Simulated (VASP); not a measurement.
# C (Fd-3m) in VASP: settings compared

C is run at these levels: LDA, revpbe exchange, lda correlation, revPBE, b88 exchange, pbe correlation; tasks: elastic constants, single point, vibrations by perturbation theory.

Program: VASP 6.6.1. These are calculated values, not measurements. Logs are shortened: lines on timing, memory, paths and dates and some standing lists are left out, and cuts for length are marked.

## Step 1: The cell of the first run

It takes space group Fd-3m (No. 227, cubic). The conventional cell has a = 3.567 Å, b = 3.567 Å, c = 3.567 Å, α = 90.00°, β = 90.00°, γ = 90.00°. C (site symmetry -43m) has 4 C at 1.54 Å within 2.1 Å.

## Step 2: Elastic constants, LDA

INCAR reads:

```
  PREC = Accurate
  ENCUT = 600
  EDIFF = 1E-8
  ISMEAR = -1
  SIGMA = 0.05
  LREAL = False
  LASPH = True
  NELM = 80
  ALGO = Normal
  ISIF = 3
  LWAVE = False
  LCHARG = True
  GGA = CA
  NBANDS = 11
  IBRION = 6
  NFREE = 2
  POTIM = 0.015
  NSW = 1
```

KPOINTS reads:

```
regular mesh
0
Gamma
  10 10 10
```

POSCAR reads:

```
C
1.0
    0.0000000000      1.7833700000      1.7833700000
    1.7833700000      0.0000000000      1.7833700000
    1.7833700000      1.7833700000      0.0000000000
C
2
Direct
    0.7500000000      0.7500000000      0.7500000000
    0.5000000000      0.5000000000      0.5000000000
```

Potentials or basis: VASP PAW LDA potentials, release 64 (C).

Launch:

```console
$ cat potpaw_LDA.64/C/POTCAR > POTCAR
$ mpirun -np 1 vasp_std > vasp.out
```

OUTCAR:

```text
PREC = Accurate
   ENCUT = 600
   EDIFF = 1E-8
   ISMEAR = -1
   LREAL = False
   LASPH = True
   NELM = 80
   ISIF = 3
   GGA = CA
   IBRION = 6
   NFREE = 2
   POTIM = 0.015
   NSW = 1

 ion  position               nearest neighbor table
   1  0.750  0.750  0.750-   2 1.54   2 1.54   2 1.54   2 1.54
   2  0.500  0.500  0.500-   1 1.54   1 1.54   1 1.54   1 1.54

  LATTYP: Found a face centered cubic cell.
 ALAT       =     3.5667400000

  Lattice vectors:

 A1 = (   0.0000000000,   1.7833700000,   1.7833700000)
 A2 = (   1.7833700000,   0.0000000000,   1.7833700000)
 A3 = (   1.7833700000,   1.7833700000,   0.0000000000)

Analysis of symmetry for initial positions (statically):
=====================================================================
 Subroutine PRICEL returns:
 Original cell was already a primitive cell.

 Routine SETGRP: Setting up the symmetry group for a
 face centered cubic supercell.

 Subroutine GETGRP returns: Found 48 space group operations
 (whereof 24 operations were pure point group operations)
 out of a pool of 48 trial point group operations.

The static configuration has the point symmetry T_d .
 The point group associated with its full space group is O_h .

Analysis of symmetry for dynamics (positions and initial velocities):
=====================================================================
 Subroutine PRICEL returns:
 Original cell was already a primitive cell.

 Routine SETGRP: Setting up the symmetry group for a
 face centered cubic supercell.

 Subroutine GETGRP returns: Found 48 space group operations
 (whereof 24 operations were pure point group operations)
 out of a pool of 48 trial point group operations.

The dynamic configuration has the point symmetry T_d .
 The point group associated with its full space group is O_h .

 Subroutine INISYM returns: Found 48 space group operations
 (whereof 24 operations are pure point group operations),
 and found     1 'primitive' translations

----------------------------------------------------------------------------------------

                                     Primitive cell

  volume of cell :      11.3437

  direct lattice vectors                    reciprocal lattice vectors
     0.000000000  1.783370000  1.783370000    -0.280368067  0.280368067  0.280368067
     1.783370000  0.000000000  1.783370000     0.280368067 -0.280368067  0.280368067
     1.783370000  1.783370000  0.000000000     0.280368067  0.280368067 -0.280368067

  length of vectors
     2.522066041  2.522066041  2.522066041     0.485611737  0.485611737  0.485611737

  position of ions in fractional coordinates (direct lattice)
     0.750000000  0.750000000  0.750000000
     0.500000000  0.500000000  0.500000000

  ion indices of the primitive-cell ions
   primitive index   ion index
                 1           1
                 2           2

----------------------------------------------------------------------------------------

 KPOINTS: regular mesh

Automatic generation of k-mesh.
 Grid dimensions read from file:
 generate k-points for:   10   10   10

 Generating k-lattice:

  Cartesian coordinates                     Fractional coordinates (reciprocal lattice)
    -0.028036807  0.028036807  0.028036807     0.100000000  0.000000000  0.000000000
[... 112 lines left out ...]
  Direction    XX          YY          ZZ          XY          YZ          ZX
  --------------------------------------------------------------------------------------
  -------------------------------------------------------------------------------------
  Total       -0.8756593     -0.8756593     -0.8756593      0.0000000      0.0000000      0.0000000
  in kB     -123.6776980   -123.6776980   -123.6776980      0.0000000      0.0000000      0.0000000
  external PRESSURE =    -123.6776980 kB  Pullay stress =       0.0000000 kB
[... 89 lines left out ...]
  FREE ENERGIE OF THE ION-ELECTRON SYSTEM (eV)
  ---------------------------------------------------
  free  energy   TOTEN  =       -20.2462106787 eV

  energy  without entropy=      -20.2462106787  energy(sigma->0) =      -20.24621068

[... ionic steps 4 to 12 ...]

--------------------------------------- Ionic step       13  -------------------------------------------

 number of electron       7.9999999 magnetization

------------------------ aborting loop because EDIFF is reached ----------------------------------------
[... 67 lines left out ...]
--------------------------------------- Ionic step       15  -------------------------------------------

 number of electron       7.9999999 magnetization

 Free energy of the ion-electron system (eV)
  ---------------------------------------------------
  ext. energy  EPLUGINS =         0.00000000
  ---------------------------------------------------
  free energy    TOTEN  =       -20.23732056 eV

  energy without entropy =      -20.23732056  energy(sigma->0) =      -20.23732056

 E-fermi :  10.9202     XC(G=0): -13.4996

 val. band max:        9.9511050136   @ k =   0.0000   0.0000   0.0000
 cond. band min:      13.8515482199   @ k =   0.4000   0.4000   0.0000
 fundamental gap:      3.9004432063
 Fermi energy:        10.9202235613

 k-point     1 :       0.0000    0.0000    0.0000
  band No.  band energies     occupation
      1     -11.5962      2.00000
      2       9.4927      2.00000
      3       9.7251      2.00000
      4       9.9511      2.00000
      5      15.0632      0.00000
      6      15.2606      0.00000
      7      15.4690      0.00000
      8      23.2769      0.00000
      9      28.7248      0.00000
     10      36.3531      0.00000
     11      36.3543      0.00000
[... 309 lines left out ...]
 k-point    24 :       0.4000    0.3000    0.0000
  band No.  band energies     occupation
      1      -7.0083      2.00000
      2       1.7413      2.00000
      3       3.8211      2.00000
      4       4.3724      2.00000
      5      14.4550      0.00000
      6      17.6652      0.00000
      7      23.7137      0.00000
      8      23.7408      0.00000
      9      31.3240      0.00000
     10      32.1815      0.00000
     11      40.2717      0.00000

 [... further k-points ...]
[... 5 lines left out ...]
  --------------------------------------------------------------------------------------
  -------------------------------------------------------------------------------------
  Total       -0.8726428     -0.8688151     -0.8688151      0.0000000      0.0404296      0.0000000
  in kB     -123.2516486   -122.7110205   -122.7110205      0.0000000      5.7102556      0.0000000
  external PRESSURE =    -122.8912298 kB  Pullay stress =       0.0000000 kB
[... 17 lines left out ...]
  FREE ENERGIE OF THE ION-ELECTRON SYSTEM (eV)
  ---------------------------------------------------
  free  energy   TOTEN  =       -20.2373205571 eV

  energy  without entropy=      -20.2373205571  energy(sigma->0) =      -20.23732056

 INTERNAL STRAIN TENSORS FROM STRAINED CELLS
 ============================================

 INTERNAL STRAIN TENSOR FOR ION    1 for displacements in x,y,z  (eV/Angst):
          X           Y           Z          XY          YZ          ZX
  --------------------------------------------------------------------------------
  x    -0.00000    -0.00000     0.00000    -0.00000    -2.69689    -0.00000
  y    -0.00000    -0.00000     0.00000     0.00000     0.00000    -2.69695
  z    -0.00000    -0.00000    -0.00000    -2.69668     0.00000    -0.00000

 INTERNAL STRAIN TENSORS FROM DISPLACED ATOMS
 ============================================

 INTERNAL STRAIN TENSOR FOR ION    1 for displacements in x,y,z  (eV/Angst):
          X           Y           Z          XY          YZ          ZX
  --------------------------------------------------------------------------------
  x    -0.00000     0.00000     0.00000     0.00000    -2.69677     0.00000
  y     0.00000    -0.00000     0.00000     0.00000     0.00000    -2.69677
  z     0.00000     0.00000    -0.00000    -2.69677     0.00000     0.00000

 INTERNAL STRAIN TENSOR FOR ION    2 for displacements in x,y,z  (eV/Angst):
          X           Y           Z          XY          YZ          ZX
  --------------------------------------------------------------------------------
  x     0.00000    -0.00000    -0.00000     0.00000     2.69677     0.00000
  y    -0.00000     0.00000    -0.00000     0.00000     0.00000     2.69677
  z    -0.00000    -0.00000     0.00000     2.69677     0.00000     0.00000

 Eigenvectors and eigenvalues of the dynamical matrix
 ----------------------------------------------------

   1 f  =   38.595957 THz   242.505552 2PiTHz 1287.422559 cm-1   159.619982 meV
             X         Y         Z           dx          dy          dz
      2.675055  2.675055  2.675055     0.707107    0.000000    0.000000
      1.783370  1.783370  1.783370    -0.707107    0.000000    0.000000
[... 16 lines left out ...]
   5 f  =    0.000000 THz     0.000000 2PiTHz    0.000000 cm-1     0.000000 meV
             X         Y         Z           dx          dy          dz
      2.675055  2.675055  2.675055     0.707107    0.000000    0.000000
      1.783370  1.783370  1.783370     0.707107    0.000000    0.000000

   6 f/i=    0.000001 THz     0.000003 2PiTHz    0.000017 cm-1     0.000002 meV
             X         Y         Z           dx          dy          dz
      2.675055  2.675055  2.675055     0.000000    0.249819    0.661506
      1.783370  1.783370  1.783370     0.000000    0.249819    0.661506

--------------------------------------------------------------------------------------------------------

 ELASTIC MODULI CONTR FROM IONIC RELAXATION (kBar)
 Direction    XX          YY          ZZ          XY          YZ          ZX
 --------------------------------------------------------------------------------
 XX          -0.0000      0.0000      0.0000      0.0000     -0.0000      0.0000
 YY           0.0000     -0.0000      0.0000      0.0000      0.0000     -0.0000
 ZZ           0.0000      0.0000     -0.0000     -0.0000      0.0000      0.0000
 XY           0.0000      0.0000     -0.0000    -28.0616      0.0000      0.0000
 YZ          -0.0000      0.0000      0.0000      0.0000    -28.0616      0.0000
 ZX           0.0000     -0.0000      0.0000      0.0000      0.0000    -28.0616
 --------------------------------------------------------------------------------

 TOTAL ELASTIC MODULI (kBar)
 Direction    XX          YY          ZZ          XY          YZ          ZX
 --------------------------------------------------------------------------------
 XX       10481.2140   1236.8911   1236.8911     -0.0000     -0.0000     -0.0000
 YY        1236.8911  10481.2140   1236.8911     -0.0000     -0.0000      0.0000
 ZZ        1236.8911   1236.8911  10481.2140     -0.0000     -0.0000     -0.0000
 XY          -0.0000     -0.0000     -0.0000   5557.8656      0.0000     -0.0000
 YZ          -0.0000     -0.0000     -0.0000      0.0000   5557.8656      0.0000
 ZX          -0.0000      0.0000     -0.0000     -0.0000      0.0000   5557.8656
 --------------------------------------------------------------------------------
```

Wall time 2.4 min (1 thread of Intel Xeon Platinum 8488C (Sapphire Rapids), shared host); peak memory 0.18 GiB.

What came out:

```
Elastic constants C11, C12, C44 : 1048, 124, 556 GPa
Voigt bulk modulus              : 432 GPa
Highest phonon frequency at Γ   : 1287 cm⁻¹
```

Phonon frequencies in cm⁻¹ (negative: imaginary):
```csv
q point,frequencies
"(0.000, 0.000, 0.000)",0 0 0 1287 1287 1287
```

Elastic tensor in Voigt notation (GPa, in the Cartesian axes of the cell as first typed):
```
1048  124  124    0    0    0
 124 1048  124    0    0    0
 124  124 1048    0    0    0
   0    0    0  556    0    0
   0    0    0    0  556    0
   0    0    0    0    0  556
```

Clamped-ion elastic tensor (GPa):
```
1048  124  124    0    0    0
 124 1048  124    0    0    0
 124  124 1048    0    0    0
   0    0    0  559    0    0
   0    0    0    0  559    0
   0    0    0    0    0  559
```

Caveat: the cell is under stress, which shifts elastic constants.

## Step 3: Elastic constants, revpbe exchange, lda correlation

INCAR reads:

```
SYSTEM = C
PREC = Accurate ; ENCUT = 600
EDIFF = 1E-8 ; ISMEAR = 0
SIGMA = 0.025 ; LREAL = .FALSE.
LASPH = .TRUE. ; NELM = 120
ALGO = Normal ; ISIF = 3
LWAVE = .FALSE. ; LCHARG = .TRUE.
GGA = LIBXC ; LIBXC1 = GGA_X_PBE_R
LIBXC2 = LDA_C_PW ; IBRION = 6
NFREE = 2 ; POTIM = 0.015
NSW = 1 ; GGA_COMPAT = .FALSE.
```

KPOINTS reads:

```
regular mesh
0
G
  10 10 10
  0 0 0
```

POSCAR reads:

```
C
1.0
    0.0000000000      1.7833700000      1.7833700000
    1.7833700000      0.0000000000      1.7833700000
    1.7833700000      1.7833700000      0.0000000000
C
2
Direct
    0.2500000000      0.2500000000      0.2500000000
    1.0000000000      1.0000000000      1.0000000000
```

Potentials or basis: VASP PAW PBE potentials, release 64 (C).

Launch:

```console
$ cat potpaw_PBE.64/C/POTCAR > POTCAR
$ mpirun -np 1 vasp_std > vasp.out
```

OUTCAR:

```text
SYSTEM = C
   PREC = Accurate
   ENCUT = 600
   EDIFF = 1E-8
   ISMEAR = 0
   LREAL = .FALSE.
   LASPH = .TRUE.
   NELM = 120
   ISIF = 3
   GGA = LIBXC
   IBRION = 6
   NFREE = 2
   POTIM = 0.015
   NSW = 1

 ion  position               nearest neighbor table
   1  0.250  0.250  0.250-   2 1.54   2 1.54   2 1.54   2 1.54
   2  0.000  0.000  0.000-   1 1.54   1 1.54   1 1.54   1 1.54

  LATTYP: Found a face centered cubic cell.
 ALAT       =     3.5667400000

  Lattice vectors:

 A1 = (   0.0000000000,   1.7833700000,   1.7833700000)
 A2 = (   1.7833700000,   0.0000000000,   1.7833700000)
 A3 = (   1.7833700000,   1.7833700000,   0.0000000000)

Analysis of symmetry for initial positions (statically):
=====================================================================
 Subroutine PRICEL returns:
 Original cell was already a primitive cell.

 Routine SETGRP: Setting up the symmetry group for a
 face centered cubic supercell.

 Subroutine GETGRP returns: Found 48 space group operations
 (whereof 24 operations were pure point group operations)
 out of a pool of 48 trial point group operations.

The static configuration has the point symmetry T_d .
 The point group associated with its full space group is O_h .

Analysis of symmetry for dynamics (positions and initial velocities):
=====================================================================
 Subroutine PRICEL returns:
 Original cell was already a primitive cell.
[... 930 lines left out ...]

 INTERNAL STRAIN TENSOR FOR ION    1 for displacements in x,y,z  (eV/Angst):
          X           Y           Z          XY          YZ          ZX
  --------------------------------------------------------------------------------
  x     0.00000    -0.00000    -0.00000     0.00000    -1.72275     0.00000
  y     0.00000    -0.00000    -0.00000     0.00000    -0.00000    -1.72275
  z    -0.00000     0.00000    -0.00000    -1.72263    -0.00000    -0.00000

 INTERNAL STRAIN TENSORS FROM DISPLACED ATOMS
 ============================================

 INTERNAL STRAIN TENSOR FOR ION    1 for displacements in x,y,z  (eV/Angst):
          X           Y           Z          XY          YZ          ZX
  --------------------------------------------------------------------------------
  x     0.00000    -0.00000    -0.00000     0.00000    -1.72243     0.00000
  y    -0.00000    -0.00000    -0.00000     0.00000     0.00000    -1.72243
  z    -0.00000    -0.00000     0.00000    -1.72243     0.00000     0.00000

 INTERNAL STRAIN TENSOR FOR ION    2 for displacements in x,y,z  (eV/Angst):
          X           Y           Z          XY          YZ          ZX
  --------------------------------------------------------------------------------
  x    -0.00000     0.00000     0.00000     0.00000     1.72243     0.00000
  y     0.00000     0.00000     0.00000     0.00000     0.00000     1.72243
  z     0.00000     0.00000    -0.00000     1.72243     0.00000     0.00000

 Eigenvectors and eigenvalues of the dynamical matrix
 ----------------------------------------------------

   1 f  =   39.099863 THz   245.671682 2PiTHz 1304.231027 cm-1   161.703965 meV
             X         Y         Z           dx          dy          dz
      0.891685  0.891685  0.891685     0.000000    0.000000    0.707107
      0.000000  0.000000  0.000000     0.000000   -0.000000   -0.707107
[... 11 lines left out ...]
   4 f  =    0.000000 THz     0.000003 2PiTHz    0.000017 cm-1     0.000002 meV
             X         Y         Z           dx          dy          dz
      0.891685  0.891685  0.891685    -0.058660   -0.679846    0.185388
      0.000000  0.000000  0.000000    -0.058660   -0.679846    0.185388

   5 f/i=    0.000000 THz     0.000001 2PiTHz    0.000004 cm-1     0.000000 meV
             X         Y         Z           dx          dy          dz
      0.891685  0.891685  0.891685     0.674163    0.000000    0.213317
      0.000000  0.000000  0.000000     0.674163    0.000000    0.213317

   6 f/i=    0.000000 THz     0.000002 2PiTHz    0.000012 cm-1     0.000002 meV
             X         Y         Z           dx          dy          dz
      0.891685  0.891685  0.891685    -0.205093    0.194447    0.648172
      0.000000  0.000000  0.000000    -0.205093    0.194447    0.648172

--------------------------------------------------------------------------------------------------------

 ELASTIC MODULI CONTR FROM IONIC RELAXATION (kBar)
 Direction    XX          YY          ZZ          XY          YZ          ZX
 --------------------------------------------------------------------------------
 XX          -0.0000      0.0000      0.0000     -0.0000      0.0000     -0.0000
 YY           0.0000     -0.0000     -0.0000     -0.0000     -0.0000     -0.0000
 ZZ           0.0000     -0.0000     -0.0000      0.0000     -0.0000     -0.0000
 XY          -0.0000     -0.0000      0.0000    -11.1542      0.0000      0.0000
 YZ           0.0000     -0.0000     -0.0000      0.0000    -11.1542      0.0000
 ZX          -0.0000     -0.0000     -0.0000      0.0000      0.0000    -11.1542
 --------------------------------------------------------------------------------

 TOTAL ELASTIC MODULI (kBar)
 Direction    XX          YY          ZZ          XY          YZ          ZX
 --------------------------------------------------------------------------------
 XX       10763.5717   1126.5995   1126.5995      0.0000     -0.0000     -0.0000
 YY        1126.5995  10763.5717   1126.5995     -0.0000      0.0000      0.0000
 ZZ        1126.5995   1126.5995  10763.5717     -0.0000     -0.0000     -0.0000
 XY           0.0000     -0.0000     -0.0000   5689.2426     -0.0000      0.0000
 YZ          -0.0000      0.0000     -0.0000     -0.0000   5689.2426     -0.0000
 ZX          -0.0000      0.0000     -0.0000      0.0000     -0.0000   5689.2426
 --------------------------------------------------------------------------------
```

OSZICAR:

```text
N       E                     dE             d eps       ncg     rms          rms(c)
DAV:   1     0.406913353255E+01    0.40691E+01   -0.55270E+03   768   0.111E+03
DAV:   2    -0.158674154209E+02   -0.19937E+02   -0.19301E+02  1232   0.122E+02
DAV:   3    -0.160045257764E+02   -0.13711E+00   -0.13711E+00   792   0.128E+01
[... 157 lines left out ...]
DAV:   4    -0.153785290523E+02    0.13366E-05   -0.54809E-05  3048   0.843E-02    0.996E-03
DAV:   5    -0.153785268743E+02    0.21780E-05   -0.93395E-06  3616   0.284E-02    0.880E-04
DAV:   6    -0.153785269110E+02   -0.36675E-07   -0.40540E-07  2800   0.697E-03    0.455E-04
DAV:   7    -0.153785269241E+02   -0.13180E-07   -0.15237E-08  3208   0.152E-03    0.533E-05
DAV:   8    -0.153785269239E+02    0.25284E-09   -0.39018E-10  1368   0.220E-04
  15 F= -.15378527E+02 E0= -.15378527E+02  d E =-.381122E-26
```

Wall time 2.4 min (1 thread of Intel Xeon 6975P-C (Granite Rapids), shared host); peak memory 0.16 GiB.

Results:

```
Elastic constants C11, C12, C44 : 1076, 113, 569 GPa
Voigt bulk modulus              : 434 GPa
Highest phonon frequency at Γ   : 1304 cm⁻¹
```

Phonon frequencies in cm⁻¹ (negative: imaginary):
```csv
q point,frequencies
"(0.000, 0.000, 0.000)",0 0 0 1304 1304 1304
```

Elastic tensor in Voigt notation (GPa, in the Cartesian axes of the cell as first typed):
```
1076  113  113    0    0    0
 113 1076  113    0    0    0
 113  113 1076    0    0    0
   0    0    0  569    0    0
   0    0    0    0  569    0
   0    0    0    0    0  569
```

Clamped-ion elastic tensor (GPa):
```
1076  113  113    0    0    0
 113 1076  113    0    0    0
 113  113 1076    0    0    0
   0    0    0  570    0    0
   0    0    0    0  570    0
   0    0    0    0    0  570
```

Caveat: the cell is under stress, which shifts elastic constants; the PAW data sets were made with another functional, which shifts forces and pressure a little.

(Part 1 of 2 ends here.)
